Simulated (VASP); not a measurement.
# LiF (P4/mmm) in VASP: notebook

Aim: see how the results for LiF move with the level of theory and the settings. Levels: PBE, r2SCAN. Tasks: single point.

Program: VASP 6.6.1. These are calculated values, not measurements. Logs are shortened: lines on timing, memory, paths and dates and some standing lists are left out, and cuts for length are marked.

## (1) The cell of the first run

The structure is tetragonal, space group P4/mmm (No. 123). Conventional cell: a = 2.516 Å, b = 2.516 Å, c = 2.419 Å, α = 90.00°, β = 90.00°, γ = 90.00°. Within 2.8 Å of Li (site symmetry 4/mmm) lie 8 F at 2.15 Å and 6 Li at 2.42 to 2.52 Å. F (site symmetry 4/mmm) has 8 Li at 2.15 Å and 6 F at 2.42 to 2.52 Å within 2.8 Å.

## (2) Single point, PBE (uniaxial x strain -3.9%)

Input file INCAR:

```
PREC = Accurate ; ENCUT = 520
EDIFF = 1E-7 ; ISMEAR = -1
SIGMA = 0.02 ; LREAL = False
LASPH = True ; NELM = 60
ALGO = Normal ; ISIF = 2
LWAVE = False ; LCHARG = False
GGA = PE ; NBANDS = 12
```

Input file KPOINTS:

```
regular mesh
0
Gamma
  10 10 10
```

Input file POSCAR:

```
LiF
1.0
    2.4188792420      0.0000000000      0.0000000000
    0.0000000000      2.5162584438      0.0000000000
    0.0000000000      0.0000000000      2.5162584438
Li F
1 1
Direct
    0.0000000000      0.0000000000      0.0000000000
    0.5000000000      0.5000000000      0.5000000000
```

Potentials or basis: VASP PAW PBE potentials, release 64 (Li_sv, F).

Command:

```bash
$ cat potpaw_PBE.64/Li_sv/POTCAR potpaw_PBE.64/F/POTCAR > POTCAR
$ mpirun -np 1 vasp_std > vasp.out
```

OUTCAR:

```text
PREC = Accurate
   ENCUT = 520
   EDIFF = 1E-7
   ISMEAR = -1
   LREAL = False
   LASPH = True
   NELM = 60
   ISIF = 2
   GGA = PE

 ion  position               nearest neighbor table
   1  0.000  0.000  0.000-   2 2.15   2 2.15   2 2.15   2 2.15   2 2.15   2 2.15   2 2.15   2 2.15

   2  0.500  0.500  0.500-   1 2.15   1 2.15   1 2.15   1 2.15   1 2.15   1 2.15   1 2.15   1 2.15

  LATTYP: Found a simple tetragonal cell.
 ALAT       =     2.5162584438
 C/A-ratio  =     0.9613000000

  Lattice vectors:

 A1 = (   0.0000000000,   2.5162584438,   0.0000000000)
 A2 = (   0.0000000000,   0.0000000000,   2.5162584438)
 A3 = (   2.4188792420,   0.0000000000,   0.0000000000)

Analysis of symmetry for initial positions (statically):
=====================================================================
 Subroutine PRICEL returns:
 Original cell was already a primitive cell.

 Routine SETGRP: Setting up the symmetry group for a
 simple tetragonal supercell.

 Subroutine GETGRP returns: Found 16 space group operations
 (whereof 16 operations were pure point group operations)
 out of a pool of 16 trial point group operations.

The static configuration has the point symmetry D_4h.

Analysis of symmetry for dynamics (positions and initial velocities):
=====================================================================
 Subroutine PRICEL returns:
 Original cell was already a primitive cell.

 Routine SETGRP: Setting up the symmetry group for a
 simple tetragonal supercell.

 Subroutine GETGRP returns: Found 16 space group operations
 (whereof 16 operations were pure point group operations)
 out of a pool of 16 trial point group operations.

The dynamic configuration has the point symmetry D_4h.

 Subroutine INISYM returns: Found 16 space group operations
 (whereof 16 operations are pure point group operations),
 and found     1 'primitive' translations

----------------------------------------------------------------------------------------

                                     Primitive cell

  volume of cell :      15.3153

  direct lattice vectors                    reciprocal lattice vectors
     2.418879242  0.000000000  0.000000000     0.413414602  0.000000000  0.000000000
     0.000000000  2.516258444  0.000000000     0.000000000  0.397415457  0.000000000
     0.000000000  0.000000000  2.516258444     0.000000000  0.000000000  0.397415457

  length of vectors
     2.418879242  2.516258444  2.516258444     0.413414602  0.397415457  0.397415457

  position of ions in fractional coordinates (direct lattice)
     0.000000000  0.000000000  0.000000000
     0.500000000  0.500000000  0.500000000

  ion indices of the primitive-cell ions
   primitive index   ion index
                 1           1
                 2           2

----------------------------------------------------------------------------------------

 KPOINTS: regular mesh

Automatic generation of k-mesh.
 Grid dimensions read from file:
 generate k-points for:   10   10   10

 Generating k-lattice:

  Cartesian coordinates                     Fractional coordinates (reciprocal lattice)
     0.041341460  0.000000000  0.000000000     0.100000000  0.000000000  0.000000000
     0.000000000  0.039741546  0.000000000     0.000000000  0.100000000  0.000000000
     0.000000000  0.000000000  0.039741546     0.000000000  0.000000000  0.100000000

  Length of vectors
     0.041341460  0.039741546  0.039741546

  Shift w.r.t. Gamma in fractional coordinates (k-lattice)
     0.000000000  0.000000000  0.000000000

 Subroutine IBZKPT returns following result:
 ===========================================

 Found    126 irreducible k-points:

 Following reciprocal coordinates:
            Coordinates               Weight
  0.000000  0.000000  0.000000      1.000000
  0.100000  0.000000  0.000000      2.000000
  0.200000  0.000000  0.000000      2.000000
  0.300000  0.000000  0.000000      2.000000
  0.400000  0.000000  0.000000      2.000000
  0.500000  0.000000  0.000000      1.000000
[... 16 lines left out ...]
  0.400000  0.300000  0.000000      8.000000
  0.500000  0.300000  0.000000      4.000000
 [... further k-points ...]
   k-points           NKPTS =    126   k-points in BZ     NKDIM =    126   number of bands    NBANDS=     12
   number of dos      NEDOS =    301   number of ions     NIONS =      2
   total plane-waves  NPLWV =   7200
   dimension x,y,z NGX =    18 NGY =   20 NGZ =   20
   dimension x,y,z NGXF=    36 NGYF=   40 NGZF=   40
   ions per type =               1   1
   NGX,Y,Z   is equivalent  to a cutoff of  12.37, 13.21, 13.21 a.u.
   NGXF,Y,Z  is equivalent  to a cutoff of  24.74, 26.43, 26.43 a.u.
 SYSTEM =  unknown system
   PREC   = accura    normal or accurate (medium, high low for compatibility)
   ISTART =      0    job   : 0-new  1-cont  2-samecut
   ICHARG =      2    charge: 1-file 2-atom 10-const
   ISPIN  =      1    spin polarized calculation?
[... 64 lines left out ...]
      3      -0.1643      2.00000
      4      -0.1643      2.00000
      5       0.3126      2.00000
      6       9.0324      0.00000
      7      19.6222      0.00000
      8      20.7077      0.00000
      9      22.3275      0.00000
     10      22.3275      0.00000
     11      23.5325      0.00000
     12      39.6708      0.00000

 k-point     2 :       0.1000    0.0000    0.0000
  band No.  band energies     occupation
      1     -42.0301      2.00000
      2     -20.3833      2.00000
      3      -0.1181      2.00000
      4      -0.1156      2.00000
      5      -0.1156      2.00000
      6       9.2565      0.00000
      7      19.3472      0.00000
      8      19.8775      0.00000
      9      22.2892      0.00000
     10      22.2892      0.00000
     11      25.5667      0.00000
     12      39.4615      0.00000

 k-point     3 :       0.2000    0.0000    0.0000
  band No.  band energies     occupation
      1     -42.0101      2.00000
      2     -20.2279      2.00000
      3      -1.1340      2.00000
      4       0.0140      2.00000
      5       0.0140      2.00000
      6       9.6940      0.00000
      7      17.7652      0.00000
      8      20.6428      0.00000
      9      22.1652      0.00000
     10      22.1652      0.00000
     11      29.1396      0.00000
     12      36.0616      0.00000

 k-point     4 :       0.3000    0.0000    0.0000
  band No.  band energies     occupation
      1     -41.9853      2.00000
      2     -20.0255      2.00000
      3      -2.2408      2.00000
      4       0.1789      2.00000
      5       0.1789      2.00000
      6      10.0148      0.00000
      7      16.7568      0.00000
      8      21.9145      0.00000
      9      21.9655      0.00000
     10      21.9655      0.00000
     11      32.2353      0.00000
     12      33.3026      0.00000

 k-point     5 :       0.4000    0.0000    0.0000
  band No.  band energies     occupation
      1     -41.9650      2.00000
      2     -19.8520      2.00000
      3      -3.0575      2.00000
      4       0.3164      2.00000
      5       0.3164      2.00000
      6      10.1271      0.00000
      7      16.2762      0.00000
      8      21.7631      0.00000
      9      21.7631      0.00000
     10      23.6762      0.00000
     11      28.9398      0.00000
     12      34.8156      0.00000
[... 228 lines left out ...]
      1     -41.9740      2.00000
      2     -19.8953      2.00000
      3      -2.2005      2.00000
      4      -0.8815      2.00000
      5       0.2702      2.00000
      6      11.3674      0.00000
      7      15.9963      0.00000
      8      18.4146      0.00000
      9      22.2081      0.00000
     10      26.0895      0.00000
     11      31.3237      0.00000
     12      33.0125      0.00000

 k-point    22 :       0.3000    0.3000    0.0000
  band No.  band energies     occupation
      1     -41.9517      2.00000
      2     -19.6734      2.00000
      3      -2.0594      2.00000
      4      -1.9610      2.00000
      5       0.4064      2.00000
      6      12.2174      0.00000
      7      15.9130      0.00000
      8      16.9522      0.00000
      9      22.7926      0.00000
     10      25.1740      0.00000
     11      31.9264      0.00000
     12      32.1677      0.00000

 k-point    23 :       0.4000    0.3000    0.0000
  band No.  band energies     occupation
      1     -41.9336      2.00000
      2     -19.4835      2.00000
      3      -2.8064      2.00000
      4      -1.8922      2.00000
      5       0.5192      2.00000
      6      12.7555      0.00000
      7      15.6107      0.00000
      8      16.5238      0.00000
      9      23.3225      0.00000
     10      23.8148      0.00000
     11      31.4949      0.00000
     12      33.1005      0.00000

 k-point    24 :       0.5000    0.3000    0.0000
  band No.  band energies     occupation
      1     -41.9267      2.00000
      2     -19.4083      2.00000
      3      -3.1046      2.00000
      4      -1.8386      2.00000
      5       0.5630      2.00000
      6      12.9132      0.00000
      7      15.3628      0.00000
      8      16.6361      0.00000
      9      23.2055      0.00000
     10      23.5395      0.00000
     11      31.3951      0.00000
     12      34.0441      0.00000

 [... further k-points ...]
[... 5 lines left out ...]
  --------------------------------------------------------------------------------------
  -------------------------------------------------------------------------------------
  Total        1.5304186      0.2562768      0.2562768      0.0000000      0.0000000     -0.0000000
  in kB      160.1017749     26.8098962     26.8098962      0.0000000      0.0000000     -0.0000000
  external PRESSURE =      71.2405224 kB  Pullay stress =       0.0000000 kB

 VOLUME and BASIS-vectors are now :
 -----------------------------------------------------------------------------
  energy-cutoff  :      520.00
  volume of cell :       15.32
      direct lattice vectors                 reciprocal lattice vectors
     2.418879242  0.000000000  0.000000000     0.413414602  0.000000000  0.000000000
     0.000000000  2.516258444  0.000000000     0.000000000  0.397415457  0.000000000
     0.000000000  0.000000000  2.516258444     0.000000000  0.000000000  0.397415457

 POSITION                                       TOTAL-FORCE (eV/Angst)
 -----------------------------------------------------------------------------------
      0.00000      0.00000      0.00000         0.000000      0.000000      0.000000
      1.20944      1.25813      1.25813         0.000000      0.000000      0.000000
 -----------------------------------------------------------------------------------
    total drift:                                0.000000     -0.000000     -0.000000

  FREE ENERGIE OF THE ION-ELECTRON SYSTEM (eV)
  ---------------------------------------------------
  free  energy   TOTEN  =        -9.0004706674 eV

  energy  without entropy=       -9.0004706674  energy(sigma->0) =       -9.00047067
```

It took 12 s on 1 thread of Intel Xeon Platinum 8488C (Sapphire Rapids), shared host; peak memory 0.13 GiB.

Results:

* Free energy: -9.0005 eV
* Band gap on the k mesh: 8.07 eV (least direct gap 8.72 eV)

Caveat: the cell differs from its parent crystal (uniaxial x strain -3.9%); the cutoff is under 1.25 times the usual one of these potentials, so pressure, stress and relaxed cells hold a basis-set (Pulay) error. A k mesh can miss the band edges.

## (3) Single point, PBE (biaxial xy strain +5.7%)

Input file INCAR:

```
ALGO = Normal ; EDIFF = 1E-6
ENCUT = 520 ; GGA = PE
ISIF = 2 ; ISMEAR = -1
LASPH = T ; LCHARG = T
LELF = T ; LREAL = F
LVHAR = T ; LWAVE = F
NBANDS = 12 ; NELM = 80
PREC = Accurate ; SIGMA = 0.02
```

Input file KPOINTS:

```
k-points
0
Gamma
  10 10 10
```

Input file POSCAR:

```
LiF
1.0
    2.6594335493      0.0000000000      0.0000000000
    0.0000000000      2.6594335493      0.0000000000
    0.0000000000      0.0000000000      2.5162584438
Li F
1 1
Direct
    0.0000000000      0.0000000000      0.0000000000
    0.5000000000      0.5000000000      0.5000000000
```

Potentials or basis: VASP PAW PBE potentials, release 64 (Li_sv, F).

Command:

```bash
$ cat potpaw_PBE.64/Li_sv/POTCAR potpaw_PBE.64/F/POTCAR > POTCAR
$ mpirun -np 1 vasp_std > vasp.out
```

It took 14 s on 1 thread of Intel Xeon Platinum 8488C (Sapphire Rapids), shared host; peak memory 0.13 GiB.

It converged, with:

* Free energy: -9.0077 eV
* Band gap on the k mesh: 6.76 eV (least direct gap 7.24 eV)

Levels at points of the mesh, in eV from the valence-band top:
| k point | band 2 | band 3 | band 4 | band 5 | band 6 | band 7 | band 8 | band 9 |
| --- | --- | --- | --- | --- | --- | --- | --- | --- |
| (0.00, 0.00, 0.00) | -20.81 | -1.04 | -1.04 | -0.49 | 6.76 | 17.55 | 18.94 | 19.42 |
| (0.50, 0.00, 0.00) | -20.46 | -3.66 | -0.69 | -0.20 | 8.63 | 12.84 | 18.60 | 20.63 |
| (0.50, 0.50, 0.00) | -20.05 | -3.31 | -3.31 | 0.00 | 12.38 | 12.90 | 12.90 | 19.08 |
| (0.00, 0.00, 0.50) | -20.28 | -3.66 | -0.59 | -0.59 | 8.33 | 13.58 | 19.21 | 19.21 |
| (0.50, 0.00, 0.50) | -19.89 | -3.28 | -3.10 | -0.35 | 12.49 | 12.87 | 13.34 | 18.22 |
| (0.50, 0.50, 0.50) | -19.56 | -2.45 | -2.24 | -2.24 | 10.39 | 10.86 | 10.86 | 22.58 |

Caveat: the cell differs from its parent crystal (biaxial xy strain +5.7%); the cutoff is under 1.25 times the usual one of these potentials, so pressure, stress and relaxed cells hold a basis-set (Pulay) error.

## (4) Single point, PBE (epitaxial xy strain +5.8%)

Input file INCAR:

```
SYSTEM = LiF
  PREC = Accurate
  ENCUT = 520
  EDIFF = 1E-6
  ISMEAR = -1
  SIGMA = 0.02
  LREAL = .False.
  LASPH = .True.
  NELM = 100
  ALGO = Normal
  ISIF = 2
  LWAVE = .False.
  LCHARG = .True.
  GGA = PE
  LELF = .True.
  LVHAR = .True.
  NBANDS = 12
```

Input file KPOINTS:

```
Automatic mesh
0
Gamma
  10 10 10
  0 0 0
```

Input file POSCAR:

```
LiF
1.0
    2.6616981819      0.0000000000      0.0000000000
    0.0000000000      2.6616981819      0.0000000000
    0.0000000000      0.0000000000      2.5502268064
Li F
1 1
Direct
    0.0000000000      0.0000000000      0.0000000000
    0.5000000000      0.5000000000      0.5000000000
```

Command:

```bash
$ cat potpaw_PBE.64/Li_sv/POTCAR potpaw_PBE.64/F/POTCAR > POTCAR
$ mpirun -np 1 vasp_std > vasp.out
```

Run time: 18 s. Hardware: 1 thread of Intel Xeon Platinum 8488C (Sapphire Rapids), shared host; peak memory 0.14 GiB.

It converged, with:

```yaml
Free_energy: -9.0130 eV
Band_gap_on_the_k_mesh: 6.72 eV (least direct gap 7.22 eV)
```

Levels at points of the mesh, in eV from the valence-band top:
```csv
k point,band 2,band 3,band 4,band 5,band 6,band 7,band 8,band 9
"(0.00, 0.00, 0.00)",-20.69,-0.92,-0.92,-0.50,6.72,17.68,18.73,19.45
"(0.50, 0.00, 0.00)",-20.33,-3.53,-0.58,-0.21,8.62,12.81,18.73,20.27
"(0.50, 0.50, 0.00)",-19.93,-3.17,-3.17,0.00,12.42,12.86,12.86,18.85
"(0.00, 0.00, 0.50)",-20.20,-3.53,-0.50,-0.50,8.38,13.38,19.20,19.20
"(0.50, 0.00, 0.50)",-19.81,-3.14,-3.00,-0.27,12.55,12.80,13.20,18.19
"(0.50, 0.50, 0.50)",-19.48,-2.31,-2.15,-2.15,10.49,10.85,10.85,22.53
```

Caveat: the cell differs from its parent crystal (epitaxial xy strain +5.8%); the cutoff is under 1.25 times the usual one of these potentials, so pressure, stress and relaxed cells hold a basis-set (Pulay) error.

## (5) Single point, r2SCAN (uniaxial x strain -3.9%)

Input file POSCAR:

```
LiF
1.0
    2.4188792420      0.0000000000      0.0000000000
    0.0000000000      2.5162584438      0.0000000000
    0.0000000000      0.0000000000      2.5162584438
Li F
1 1
Direct
    0.0000000000      0.0000000000      0.0000000000
    0.5000000000      0.5000000000      0.5000000000
```

Input file INCAR.step1:

```
PREC = Accurate
ENCUT = 520
ISMEAR = 0
SIGMA = 0.01
LREAL = F
LASPH = T
NELM = 100
NBANDS = 12
GGA = PE
ALGO = Normal
EDIFF = 1E-4
LWAVE = T
LCHARG = F
```

Input file INCAR.step2:

```
PREC = Accurate
ENCUT = 520
EDIFF = 1E-6
ISMEAR = 0
SIGMA = 0.01
LREAL = F
LASPH = T
NELM = 100
ALGO = Normal
ISIF = 2
LWAVE = F
LCHARG = F
METAGGA = R2SCAN
LMIXTAU = T
NBANDS = 12
ISTART = 1
```

Input file KPOINTS:

```
Automatic mesh
0
Gamma
  10 10 10
```

Command:

```bash
$ cat potpaw_PBE.64/Li_sv/POTCAR potpaw_PBE.64/F/POTCAR > POTCAR
$ cp INCAR.step1 INCAR
$ mpirun -np 1 vasp_std > vasp.out
$ cp INCAR.step2 INCAR
$ mpirun -np 1 vasp_std > vasp.out
```

Wall time 75 s (1 thread of Intel Xeon Platinum 8488C (Sapphire Rapids), shared host); peak memory 0.13 GiB.

The run converged. Its results:

| Property | Result |
| --- | --- |
| Free energy | -11.2530 eV |
| Band gap on the k mesh | 9.31 eV (least direct gap 9.98 eV) |

Levels at points of the mesh, in eV from the valence-band top:
```
           k point  band 2  band 3  band 4  band 5  band 6  band 7  band 8  band 9
(0.00, 0.00, 0.00)  -22.55   -1.15   -1.15   -0.67    9.31   19.72   20.83   23.23
(0.50, 0.00, 0.00)  -21.91   -4.32   -0.61   -0.61   10.25   16.67   22.41   22.41
(0.00, 0.50, 0.00)  -22.08   -4.30   -0.70   -0.28   10.53   16.10   21.90   23.65
(0.50, 0.50, 0.00)  -21.33   -3.97   -3.80   -0.30   15.09   15.16   15.76   21.12
(0.00, 0.50, 0.50)  -21.48   -3.99   -3.99    0.00   14.89   15.45   15.45   21.92
(0.50, 0.50, 0.50)  -20.85   -2.94   -2.75   -2.75   12.01   12.35   12.35   26.46
```

Caveat: the cell differs from its parent crystal (uniaxial x strain -3.9%); the cutoff is under 1.25 times the usual one of these potentials, so pressure, stress and relaxed cells hold a basis-set (Pulay) error; the PAW data sets were made with another functional, which shifts forces and pressure a little.

## (6) Overview

| level | cell | smearing | gap on the mesh (eV) |
| --- | --- | --- | --- |
| PBE | a = 2.419, b = 2.516, c = 2.516 Å, 2 atoms | fermi-dirac 0.02 eV | 8.07 |
| PBE | a = 2.659, b = 2.659, c = 2.516 Å, 2 atoms | fermi-dirac 0.02 eV | 6.76 |
| PBE | a = 2.662, b = 2.662, c = 2.550 Å, 2 atoms | fermi-dirac 0.02 eV | 6.72 |
| r2SCAN | a = 2.419, b = 2.516, c = 2.516 Å, 2 atoms | gaussian 0.01 eV | 9.31 |

Alike in all rows: task single point; potentials or basis VASP PAW PBE potentials, release 64 (Li_sv, F); no spin polarisation; k mesh 10 × 10 × 10; cutoff (eV) 520.

Caveats: the cutoff is under 1.25 times the usual one of these potentials, so pressure, stress and relaxed cells hold a basis-set (Pulay) error; the PAW data sets were made with another functional, which shifts forces and pressure a little (at least some runs).

Absolute energies hang on the potentials; compare differences alone.
